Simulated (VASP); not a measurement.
Wanted: the native input for a VASP 6.6.1 run.

| Item | Value |
| --- | --- |
| Task | single point |
| Functional | PBE |
| Potentials or basis | VASP PAW PBE potentials, release 64 (Na_pv, F) |
| Cutoff | 520 eV |
| k mesh | 6 × 6 × 4 |
| Occupations | gaussian, width 0.01 eV |
| Spin | no spin polarisation |
| Dipole correction | no |
| Further INCAR settings | ALGO = Normal; EDIFF = 1e-07; NBANDS = 22 |

The structure of NaF lies in POSCAR:

```
NaF
1.0
    3.9405010153      0.0000000000      0.0000000000
   -1.9702505077      3.4125739829      0.0000000000
    0.0000000000      0.0000000000      4.6563376393
Na F
2 2
Direct
    0.3333333333      0.6666666667      0.2500000000
    0.6666666667      0.3333333333      0.7500000000
    0.6666666667      0.3333333333      0.2500000000
    0.3333333333      0.6666666667      0.7500000000
```

The input as run:

INCAR

```
SYSTEM = NaF
PREC     = Accurate       ! precision mode
ENCUT    = 520            ! plane-wave cutoff, eV
EDIFF    = 1E-7           ! SCF threshold, eV
ISMEAR   = 0              ! smearing method
SIGMA    = 0.01           ! smearing width, eV
LREAL    = .False.        ! projectors in reciprocal space
LASPH    = .True.         ! aspherical terms in the spheres
NELM     = 100            ! most SCF steps
ALGO     = Normal         ! electronic algorithm
ISIF     = 2              ! what is computed and relaxed
LWAVE    = .False.        ! write WAVECAR
LCHARG   = .True.         ! write CHGCAR
GGA      = PE             ! functional
LELF     = .True.         ! ELF
LVHAR    = .True.       
NBANDS   = 22             ! bands
```

KPOINTS

```
regular mesh
0
Gamma
  6 6 4
  0 0 0
```

Potentials or basis: VASP PAW PBE potentials, release 64 (Na_pv, F).

The run is started by

```console
$ cat potpaw_PBE.64/Na_pv/POTCAR potpaw_PBE.64/F/POTCAR > POTCAR
$ mpirun -np 1 vasp_std > vasp.out
```

Results of the run:

- Pressure: -0.1 GPa
- Band gap on the k mesh: 5.48 eV, direct

Wall time 29 s on 1 thread of Intel(R) Xeon(R) Platinum 8375C CPU @ 2.90GHz (Ice Lake), on a shared host, peak memory 0.17 GiB.
